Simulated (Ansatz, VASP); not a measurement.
**Two plane-wave programs on SnO**

```
CELL_PARAMETERS angstrom
2.24803 -2.49990 0.00000
2.24803 2.49990 0.00000
0.00000 0.00000 11.77920
ATOMIC_POSITIONS crystal
Sn 0.06184 0.93816 0.99732
Sn 0.93816 0.06184 0.49732
Sn 0.43807 0.56193 0.23191
Sn 0.56193 0.43807 0.73191
O 0.47779 0.52221 0.05180
O 0.52221 0.47779 0.55180
O 0.02212 0.97788 0.17743
O 0.97788 0.02212 0.67743
```

Alike in both runs: functional LDA; k mesh 12 × 12 × 4; occupations gaussian, width 0.02 eV; no spin polarisation.

Ansatz relaxed the structure, and its values are those at the end. VASP's run is a single point on that final structure, the one shown.

```csv
,VASP,Ansatz
version,VASP 6.6.1,Ansatz 0.2.0
potentials or method,"VASP PAW LDA potentials, release 64 (Sn_d, O), cutoff 600 eV","scalar-relativistic, plane waves, PAW"
valence electrons in the cell,80,80
```

Ansatz gave:

| Item | Value |
| --- | --- |
| gap on the k mesh at the Fermi level (eV) | 1.26 |
| least direct gap on the mesh (eV) | 1.66 |
| pressure (GPa) | 0.0 |
| rms of the force components (eV/Å) | 0.000 |

Q: Which values does VASP return?

A: gap on the k mesh at the Fermi level (eV): 1.23; least direct gap on the mesh (eV): 1.64; pressure (GPa): 0.4; rms of the force components (eV/Å): 0.058.

Ansatz warns that its potentials were made for another functional, while VASP's fit it. LDA's correlation is that of Perdew and Zunger in VASP and of Perdew and Wang (1992) in Ansatz.
